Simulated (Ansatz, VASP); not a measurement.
# One calculation of FeGe, two programs

Contents of INCAR:

```
ALGO = Normal ; EDIFF = 1E-6
ENCUT = 520 ; GGA = PS
ISIF = 2 ; ISMEAR = -1
ISPIN = 2 ; LASPH = True
LCHARG = False ; LMAXMIX = 4
LORBIT = 11 ; LREAL = False
LWAVE = False ; MAGMOM = 0 0 0 3 3 3
NBANDS = 46 ; NELM = 150
PREC = Accurate ; SIGMA = 0.05
```

Contents of KPOINTS:

```
k-points
0
Gamma
  6 6 7
```

POSCAR

```
FeGe
1.0
    4.9640603699      0.0000000000      0.0000000000
   -2.4820301849      4.2990023862      0.0000000000
    0.0000000000      0.0000000000      4.0881379583
Ge Fe
3 3
Direct
    0.6666666667      0.3333333333      0.5000000000
    0.3333333333      0.6666666667      0.5000000000
    0.0000000000      0.0000000000      0.0000000000
    0.0000000000      0.5000000000      0.0000000000
    0.5000000000      0.5000000000      0.0000000000
    0.5000000000      0.0000000000      0.0000000000
```

input.yaml

```yaml
crystal:
  lattice:
    - [4.9640603699, 0.0, 0.0]
    - [-2.4820301849, 4.2990023862, 0.0]
    - [0.0, 0.0, 4.0881379583]
  atoms:
    - { symbol: Ge, position: [0.6666666667, 0.3333333333, 0.5] }
    - { symbol: Ge, position: [0.3333333333, 0.6666666667, 0.5] }
    - { symbol: Ge, position: [0.0, 0.0, 0.0] }
    - { symbol: Fe, position: [0.0, 0.5, 0.0], spin: 3.0 }
    - { symbol: Fe, position: [0.5, 0.5, 0.0], spin: 3.0 }
    - { symbol: Fe, position: [0.5, 0.0, 0.0], spin: 3.0 }
hamiltonian:
  xc: pbesol
  pseudopotentials: { kind: paw }
magnetization:
  spin_polarized: true
kpoints:
  mp_grid: { grid: [6, 6, 7] }
scf:
  occupations: { method: fermi_dirac, width: 0.05 }
output:
  forces: true
  stress: true
  eigenvalues: true
```

Alike in both runs: task single point; functional PBEsol; k mesh 6 × 6 × 7; occupations fermi-dirac, width 0.05 eV; collinear spin.

|  | VASP | Ansatz |
| --- | --- | --- |
| version | VASP 6.6.1 | Ansatz 0.2.0 |
| potentials or method | VASP PAW PBE potentials, release 64 (Ge_d, Fe) | Ansatz PAW |
| plane-wave cutoff (eV) | 520 | 420 |
| valence electrons in the cell | 66 | 90 |

```csv
,VASP,Ansatz,Ansatz less VASP
gap on the k mesh at the Fermi level (eV),none,none,-
pressure (GPa),-7.5,-7.7,-0.13
"traceless stress, the component that is largest in VASP (GPa)",-0.83,-0.81,+0.024
net moment per atom (μB),0.70,0.70,+0.001
size of the moment on the site where the two differ most (μB),0.08,0.06,-0.020
```

VASP's potentials were made for PBE, not for PBEsol. Site moments also hang on the region over which each program counts them. A gap of «none» marks a metal or a gap that the smearing closes. VASP's potentials hold 66 valence electrons a cell and Ansatz's 90, so a difference there can come from the potentials and not from the codes.
